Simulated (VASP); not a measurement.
# Bi2TeO4 (I4mm) in VASP: a series of runs

Runs on Bi2TeO4. Level: PBE. Tasks: single point, relaxation of cell and atoms.

All numbers are computed with VASP 6.6.1; they aren't measurements. Logs are shortened: lines on timing, memory, paths and dates and some standing lists are left out, and cuts for length are marked.

## (1) The cell of the first run

Symmetry: I4mm, No. 107, tetragonal system. Conventional cell: a = 6.648 Å, b = 6.648 Å, c = 6.732 Å, α = 90.00°, β = 90.00°, γ = 90.00°. Within 3.2 Å of Bi (site symmetry 2mm) lie 4 O at 2.40 Å. Within 2.7 Å of Te (site symmetry 4mm) lie 4 O at 2.00 Å. O (site symmetry m) has 1 Te at 2.00 Å and 2 Bi at 2.40 Å and 2 O at 2.63 Å within 2.7 Å.

The cell was generated, and may not be a known phase.

## (2) Single point, PBE

File INCAR:

```
SYSTEM = Bi2TeO4
PREC     = Accurate       ! precision mode
ENCUT    = 520            ! plane-wave cutoff, eV
EDIFF    = 1E-6           ! SCF threshold, eV
ISMEAR   = 0              ! smearing method
SIGMA    = 0.15           ! smearing width, eV
LREAL    = .FALSE.        ! projectors in reciprocal space
LASPH    = .TRUE.         ! aspherical terms in the spheres
NELM     = 80             ! most SCF steps
ALGO     = Normal         ! electronic algorithm
ISIF     = 2              ! what is computed and relaxed
LWAVE    = .FALSE.        ! write WAVECAR
LCHARG   = .FALSE.        ! write CHGCAR
GGA      = PE             ! functional
NBANDS   = 39             ! bands
```

File KPOINTS:

```
regular mesh
0
G
  3 3 3
  0 0 0
```

File POSCAR:

```
Bi2TeO4
1.0
   -3.3237532233      3.3237532233      3.3662190037
    3.3237532233     -3.3237532233      3.3662190037
    3.3237532233      3.3237532233     -3.3662190037
Bi Te O
2 1 4
Direct
    0.8164892044      0.3164892044      0.5000000000
    0.3164892044      0.8164892044      0.5000000000
    0.6903976926      0.6903976926      0.0000000000
    0.6029817409      0.6029817409      0.6041747926
   -0.0011930517     -0.0011930517      0.3958252074
    0.6029817409     -0.0011930517      0.0000000000
   -0.0011930517      0.6029817409      0.0000000000
```

Potentials or basis: VASP PAW PBE potentials, release 64 (Bi_d, Te, O).

Run with:

```console
cat potpaw_PBE.64/Bi_d/POTCAR potpaw_PBE.64/Te/POTCAR potpaw_PBE.64/O/POTCAR > POTCAR
mpirun -np 1 vasp_std > vasp.out
```

OUTCAR:

```text
SYSTEM = Bi2TeO4
   PREC = Accurate
   ENCUT = 520
   EDIFF = 1E-6
   ISMEAR = 0
   LREAL = .FALSE.
   LASPH = .TRUE.
   NELM = 80
   ISIF = 2
   GGA = PE

 ion  position               nearest neighbor table
   1  0.816  0.316  0.500-   4 2.40   5 2.40   7 2.40   6 2.40   2 3.37   2 3.37   3 3.43   3 3.43

   2  0.316  0.816  0.500-   4 2.40   5 2.40   6 2.40   7 2.40   1 3.37   1 3.37   3 3.43   3 3.43

   3  0.690  0.690  0.000-   4 2.00   5 2.00   6 2.00   7 2.00   2 3.43   1 3.43   1 3.43   2 3.43

   4  0.603  0.603  0.604-   3 2.00   2 2.40   1 2.40
   5  0.999  0.999  0.396-   3 2.00   2 2.40   1 2.40
   6  0.603  0.999  0.000-   3 2.00   1 2.40   2 2.40
   7  0.999  0.603  0.000-   3 2.00   2 2.40   1 2.40

  LATTYP: Found a body centered tetragonal cell.
 ALAT       =     6.6475064466
 C/A-ratio  =     1.0127764541

  Lattice vectors:

 A1 = (  -3.3237532233,   3.3237532233,   3.3662190037)
 A2 = (   3.3237532233,  -3.3237532233,   3.3662190037)
 A3 = (   3.3237532233,   3.3237532233,  -3.3662190037)

Analysis of symmetry for initial positions (statically):
=====================================================================
 Subroutine PRICEL returns:
 Original cell was already a primitive cell.

 Routine SETGRP: Setting up the symmetry group for a
 body centered tetragonal supercell.

 Subroutine GETGRP returns: Found  8 space group operations
 (whereof  8 operations were pure point group operations)
 out of a pool of 16 trial point group operations.

The static configuration has the point symmetry C_4v.

Analysis of symmetry for dynamics (positions and initial velocities):
=====================================================================
 Subroutine PRICEL returns:
 Original cell was already a primitive cell.

 Routine SETGRP: Setting up the symmetry group for a
 body centered tetragonal supercell.

 Subroutine GETGRP returns: Found  8 space group operations
 (whereof  8 operations were pure point group operations)
 out of a pool of 16 trial point group operations.

The dynamic configuration has the point symmetry C_4v.

 Subroutine INISYM returns: Found  8 space group operations
 (whereof  8 operations are pure point group operations),
 and found     1 'primitive' translations

----------------------------------------------------------------------------------------

                                     Primitive cell

  volume of cell :     148.7510

  direct lattice vectors                    reciprocal lattice vectors
    -3.323753223  3.323753223  3.366219004     0.000000000  0.150432348  0.148534602
     3.323753223 -3.323753223  3.366219004     0.150432348  0.000000000  0.148534602
     3.323753223  3.323753223 -3.366219004     0.150432348  0.150432348  0.000000000

  length of vectors
     5.781531057  5.781531057  5.781531057     0.211405816  0.211405816  0.212743466

  position of ions in fractional coordinates (direct lattice)
     0.816489204  0.316489204  0.500000000
     0.316489204  0.816489204  0.500000000
     0.690397693  0.690397693  0.000000000
     0.602981741  0.602981741  0.604174793
     0.998806948  0.998806948  0.395825207
     0.602981741  0.998806948  0.000000000
     0.998806948  0.602981741  0.000000000

  ion indices of the primitive-cell ions
   primitive index   ion index
                 1           1
                 2           2
                 3           3
                 4           4
                 5           5
                 6           6
                 7           7

----------------------------------------------------------------------------------------

 KPOINTS: regular mesh

Automatic generation of k-mesh.
 Grid dimensions read from file:
 generate k-points for:    3    3    3

 Generating k-lattice:

  Cartesian coordinates                     Fractional coordinates (reciprocal lattice)
     0.000000000  0.050144116  0.049511534     0.333333333  0.000000000  0.000000000
     0.050144116  0.000000000  0.049511534     0.000000000  0.333333333  0.000000000
     0.050144116  0.050144116  0.000000000     0.000000000  0.000000000  0.333333333

  Length of vectors
     0.070468605  0.070468605  0.070914489

  Shift w.r.t. Gamma in fractional coordinates (k-lattice)
     0.000000000  0.000000000  0.000000000

 Subroutine IBZKPT returns following result:
 ===========================================

 Found      6 irreducible k-points:

 Following reciprocal coordinates:
            Coordinates               Weight
  0.000000  0.000000  0.000000      1.000000
  0.333333  0.000000 -0.000000      8.000000
  0.333333  0.333333 -0.000000      8.000000
 -0.333333  0.333333  0.000000      4.000000
 -0.333333  0.333333  0.333333      4.000000
 -0.333333 -0.333333  0.333333      2.000000
   k-points           NKPTS =      6   k-points in BZ     NKDIM =      6   number of bands    NBANDS=     39
   number of dos      NEDOS =    301   number of ions     NIONS =      7
   total plane-waves  NPLWV = 110592
   dimension x,y,z NGX =    48 NGY =   48 NGZ =   48
   dimension x,y,z NGXF=    96 NGYF=   96 NGZF=   96
   ions per type =               2   1   4
   NGX,Y,Z   is equivalent  to a cutoff of  13.80, 13.80, 13.80 a.u.
   NGXF,Y,Z  is equivalent  to a cutoff of  27.60, 27.60, 27.60 a.u.
 SYSTEM =  Bi2TeO4
   PREC   = accura    normal or accurate (medium, high low for compatibility)
   ISTART =      0    job   : 0-new  1-cont  2-samecut
   ICHARG =      2    charge: 1-file 2-atom 10-const
   ISPIN  =      1    spin polarized calculation?
   LNONCOLLINEAR =      F non collinear calculations
   LSORBIT =      F    spin-orbit coupling
   LASPH  =      T    aspherical Exc in radial PAW
   ENCUT  =  520.0 eV  38.22 Ry    6.18 a.u.  10.75 10.75 10.75*2*pi/ulx,y,z
   NELM   =     80;   NELMIN=  2; NELMDL= -5     # of ELM steps
   EDIFF  = 0.1E-05   stopping-criterion for ELM
   LREAL  =      F    real-space projection
   EDIFFG = 0.1E-04   stopping-criterion for IOM
   NSW    =      0    number of steps for IOM
   IBRION =     -1    ionic relax: 0-MD 1-quasi-New 2-CG
   NFREE  =      0    steps in history (QN), initial steepest desc. (CG)
   ISIF   =      2    stress and relaxation
   ISYM   =      2    0-nonsym 1-usesym 2-fastsym
   POTIM  = 0.5000    time-step for ionic-motion
   TEBEG  =    0.0;   TEEND  =   0.0 temperature during run
   PSTRESS=    0.0 pullay stress
   NELECT =      60.0000    total number of electrons
   NUPDOWN=      -1.0000    fix difference up-down
   EMIN   =  10.00;   EMAX   =-10.00  energy-range for DOS
   EFERMI =   0.00;   METHOD = LEGACY
   ISMEAR =     0;   SIGMA  =   0.15  broadening in eV -4-tet -1-fermi 0-gaus
   EFERMI_NEDOS =   21; number of points for ismear=-14 and -15
   IALGO  =     38    algorithm
   IMIX   =      4    mixing-type and parameters
     AMIX     =   0.40;   BMIX     =  1.00
     AMIX_MAG =   1.60;   BMIX_MAG =  1.00
  volume/ion in A,a.u.               =      21.25       143.40
  Fermi-wavevector in a.u.,A,eV,Ry     =   1.209591  2.285796 19.906831  1.463111
  Thomas-Fermi vector in A             =   2.345164
   LORBIT       =      0    0 simple, 1 ext, 2 COOP (PROOUT), +10 PAW based schemes
   GGA     = PE    functional components
   LHFCALC =     F    Hartree Fock is set to
   AEXX    =    0.0000 exact exchange contribution
   IVDW    =     0    specifies the selected vdW correction
   LEPSILON=     F    determine dielectric tensor
   LRPA    =     F    only Hartree local field effects (RPA)
 non-spin polarized calculation
 Gauss-broadening in eV      SIGMA  =   0.15
  energy-cutoff  :      520.00
  volume of cell :      148.75
 maximum number of plane-waves:      4045
 NGX is ok and might be reduce to    48
   NGX = 21   NGY = 21   NGZ = 21

 number of electron      59.9999990 magnetization

 Free energy of the ion-electron system (eV)
  ---------------------------------------------------
  ext. energy  EPLUGINS =         0.00000000
  ---------------------------------------------------
  free energy    TOTEN  =       -36.78298778 eV

  energy without entropy =      -36.78256308  energy(sigma->0) =      -36.78277543

 E-fermi :   4.9482     XC(G=0):  -8.9382

 val. band max:        4.6707786594   @ k =  -0.3333  -0.3333   0.3333
 cond. band min:       5.2498459568   @ k =  -0.3333  -0.3333   0.3333
 fundamental gap:      0.5790672974
 Fermi energy:         4.9481932947

 k-point     1 :       0.0000    0.0000    0.0000
  band No.  band energies     occupation
      1     -18.5134      2.00000
      2     -18.4762      2.00000
      3     -18.4506      2.00000
      4     -18.4148      2.00000
      5     -18.4109      2.00000
      6     -18.3641      2.00000
[... 31 lines left out ...]
     38       9.8926      0.00000
     39       9.9889      0.00000

 k-point     2 :       0.3333    0.0000   -0.0000
  band No.  band energies     occupation
      1     -18.4893      2.00000
      2     -18.4688      2.00000
      3     -18.4557      2.00000
      4     -18.4380      2.00000
      5     -18.3573      2.00000
      6     -18.3571      2.00000
[... 31 lines left out ...]
     38       9.9559      0.00000
     39      11.0514      0.00000

 k-point     3 :       0.3333    0.3333   -0.0000
  band No.  band energies     occupation
      1     -18.4856      2.00000
      2     -18.4688      2.00000
      3     -18.4567      2.00000
      4     -18.4527      2.00000
      5     -18.3578      2.00000
      6     -18.3557      2.00000
[... 31 lines left out ...]
     38      10.4672      0.00000
     39      11.3649      0.00000

 k-point     4 :      -0.3333    0.3333    0.0000
  band No.  band energies     occupation
      1     -18.4904      2.00000
      2     -18.4678      2.00000
      3     -18.4670      2.00000
      4     -18.4423      2.00000
      5     -18.3711      2.00000
      6     -18.3645      2.00000
[... 31 lines left out ...]
     38      10.8414      0.00000
     39      11.0310      0.00000

 k-point     5 :      -0.3333    0.3333    0.3333
  band No.  band energies     occupation
      1     -18.4827      2.00000
      2     -18.4711      2.00000
      3     -18.4649      2.00000
      4     -18.4433      2.00000
      5     -18.3625      2.00000
      6     -18.3624      2.00000
[... 31 lines left out ...]
     38      10.1054      0.00000
     39      10.5791      0.00000

 k-point     6 :      -0.3333   -0.3333    0.3333
  band No.  band energies     occupation
      1     -18.5062      2.00000
      2     -18.4798      2.00000
      3     -18.4562      2.00000
      4     -18.4154      2.00000
      5     -18.3563      2.00000
      6     -18.3563      2.00000
[... 31 lines left out ...]
     38      10.1589      0.00000
     39      11.0281      0.00000

------------------------ aborting loop because EDIFF is reached ----------------------------------------

  FORCE on cell =-STRESS in cart. coord.  units (eV):
  Direction    XX          YY          ZZ          XY          YZ          ZX
  --------------------------------------------------------------------------------------
  -------------------------------------------------------------------------------------
  Total       -0.0537722     -0.0537722      0.4181897      0.0000000      0.0000000      0.0000000
  in kB       -0.5791735     -0.5791735      4.5042663      0.0000000      0.0000000      0.0000000
  external PRESSURE =       1.1153064 kB  Pullay stress =       0.0000000 kB

 VOLUME and BASIS-vectors are now :
 -----------------------------------------------------------------------------
  energy-cutoff  :      520.00
  volume of cell :      148.75
      direct lattice vectors                 reciprocal lattice vectors
    -3.323753223  3.323753223  3.366219004     0.000000000  0.150432348  0.148534602
     3.323753223 -3.323753223  3.366219004     0.150432348  0.000000000  0.148534602
     3.323753223  3.323753223 -3.366219004     0.150432348  0.150432348  0.000000000

 POSITION                                       TOTAL-FORCE (eV/Angst)
 -----------------------------------------------------------------------------------
      0.00000      3.32375      2.13074        -0.000000      0.000000      0.002534
      3.32375      0.00000      2.13074        -0.000000      0.000000      0.002534
      0.00000      0.00000      4.64806        -0.000000      0.000000     -0.041100
      2.00813      2.00813      2.02575         0.009964      0.009964      0.009008
      1.31563      1.31563      5.39197        -0.009964     -0.009964      0.009008
      1.31563     -1.31563      5.39197        -0.009964      0.009964      0.009008
     -1.31563      1.31563      5.39197         0.009964     -0.009964      0.009008
 -----------------------------------------------------------------------------------
    total drift:                                0.000000      0.000000      0.000738

  FREE ENERGIE OF THE ION-ELECTRON SYSTEM (eV)
  ---------------------------------------------------
  free  energy   TOTEN  =       -36.7829877754 eV

  energy  without entropy=      -36.7825630822  energy(sigma->0) =      -36.78277543
```

Run time: 33 s. Hardware: 1 thread of Intel Xeon 6975P-C (Granite Rapids), shared host; peak memory 0.32 GiB.

Results:

| Quantity | Value |
| --- | --- |
| Free energy | -36.7830 eV |
| Pressure | 0.1 GPa |
| Largest force | 0.041 eV/Å |
| Band gap on the k mesh | 0.58 eV |

Forces on the atoms (eV/Å):
```
Bi   0.000  0.000  0.003
Bi   0.000  0.000  0.003
Te   0.000  0.000 -0.041
O    0.010  0.010  0.009
O   -0.010 -0.010  0.009
O   -0.010  0.010  0.009
O    0.010 -0.010  0.009
```

Levels at points of the mesh, in eV from the valence-band top:
| k point | band 28 | band 29 | band 30 | band 31 | band 32 | band 33 |
| --- | --- | --- | --- | --- | --- | --- |
| (0.00, 0.00, 0.00) | -2.29 | -2.03 | -1.69 | 1.93 | 1.93 | 2.89 |

Caveat: the k points lie up to 0.44 Å⁻¹ apart; spin-orbit coupling is left out, which moves the levels of the heavy elements.

## (3) Relaxation of cell and atoms, PBE

This run uses another cell than the first one, of 18.92 Å³/atom.

File INCAR:

```
ALGO = Normal
EDIFF = 1E-6
EDIFFG = -0.08
ENCUT = 600
GGA = PE
IBRION = 2
ISIF = 3
ISMEAR = 0
LASPH = True
LCHARG = False
LREAL = False
LWAVE = False
NELM = 80
NSW = 36
PREC = Accurate
SIGMA = 0.15
```

File KPOINTS:

```
k-points
0
Gamma
  3 3 3
```

File POSCAR:

```
Bi2TeO4
1.0
   -3.4372711000      3.4372711000      2.8017707500
    3.4372711000     -3.4372711000      2.8017707500
    3.4372711000      3.4372711000     -2.8017707500
Bi Te O
2 1 4
Direct
    0.9178355000      0.4178355000      0.5000000000
    0.4178355000      0.9178355000      0.5000000000
    0.6894421800      0.6894421800      0.0000000000
    0.4899439300      0.4899439300      0.4789677100
    0.0109762200      0.0109762200      0.5210322900
    0.4899439300      0.0109762200      0.0000000000
    0.0109762200      0.4899439300      0.0000000000
```

Potentials or basis: VASP PAW PBE potentials, release 64 (Bi_d, Te, O).

Run with:

```console
cat potpaw_PBE.64/Bi_d/POTCAR potpaw_PBE.64/Te/POTCAR potpaw_PBE.64/O/POTCAR > POTCAR
mpirun -np 1 vasp_std > vasp.out
```

Run time: 3.7 min. Hardware: 1 thread of Intel Xeon 6975P-C (Granite Rapids), shared host; peak memory 0.36 GiB.

The run converged. Its results:

```yaml
Free_energy: -35.2957 eV
Relaxed_volume: 18.27 Å³/atom
Relaxed_cell: a = 5.530 Å, b = 5.530 Å, c = 5.530 Å, α = 114.13°, β = 114.13°, γ = 100.51°
Space_group_after_relaxing_to_0.1_Å: I4mm (No. 107)
Energy_gained_by_relaxing: 690.5 meV/atom
Ionic_steps: 10
Pressure_after_relaxing: -0.1 GPa
Largest_force_after_relaxing: 0.079 eV/Å
Band_gap_on_the_k_mesh: zero (bands 30 and 31 overlap by 0.05 eV)
```

Forces on the atoms (eV/Å):
```
Bi   0.000  0.000 -0.079
Bi   0.000  0.000 -0.079
Te   0.000  0.000 -0.043
O    0.032  0.032  0.050
O   -0.032 -0.032  0.050
O   -0.032  0.032  0.050
O    0.032 -0.032  0.050
```

Stress tensor (GPa, compression positive):
```
 0.11  0.00  0.00
 0.00  0.11  0.00
 0.00  0.00 -0.54
```

Step by step:
```tsv
step	energy change (eV)	largest force (eV/Å)	pressure (GPa)	volume (Å³)
1	0.0000	1.7203	-8.96	132.41
2	-4.2174	0.5875	11.92	110.48
3	-4.2899	0.6489	8.16	112.43
4	-4.6943	0.6064	-1.43	124.14
5	-4.6946	0.6329	-1.72	124.61
6	-4.7759	0.4547	0.45	124.44
7	-4.7783	0.4104	0.93	124.39
8	-4.8217	0.2410	0.30	126.26
9	-4.8336	0.0920	-0.11	127.76
10	-4.8336	0.0790	-0.11	127.88
```

Final structure:
```xyz
7
Lattice="-3.0069 3.0069 3.5359 3.0069 -3.0069 3.5359 3.0069 3.0069 -3.5359" Properties=species:S:1:pos:R:3 pbc="T T T"
Bi    0.0000    3.0069    2.8136
Bi    3.0069    0.0000    2.8136
Te    3.0069    3.0069    1.4930
O     1.4753    1.4753    1.8035
O     1.5317    1.5317   -1.7324
O    -1.4753    1.4753    1.8035
O     1.4753   -1.4753    1.8035
```

Levels at points of the mesh, in eV from the Fermi level:
| k point | band 26 | band 27 | band 28 | band 29 | band 30 | band 31 | band 32 | band 33 | band 34 | band 35 |
| --- | --- | --- | --- | --- | --- | --- | --- | --- | --- | --- |
| (0.00, 0.00, 0.00) | -3.03 | -2.88 | -2.54 | -2.52 | -0.67 | 2.24 | 2.34 | 2.71 | 2.71 | 3.54 |

Caveat: the k points lie up to 0.46 Å⁻¹ apart in the final cell; spin-orbit coupling is left out, which moves the levels of the heavy elements; the relaxation stopped at a loose force limit of 0.08 eV/Å, so its end isn't a converged minimum.

The gap in the log of VASP goes by the Fermi energy; the results here count the filled bands.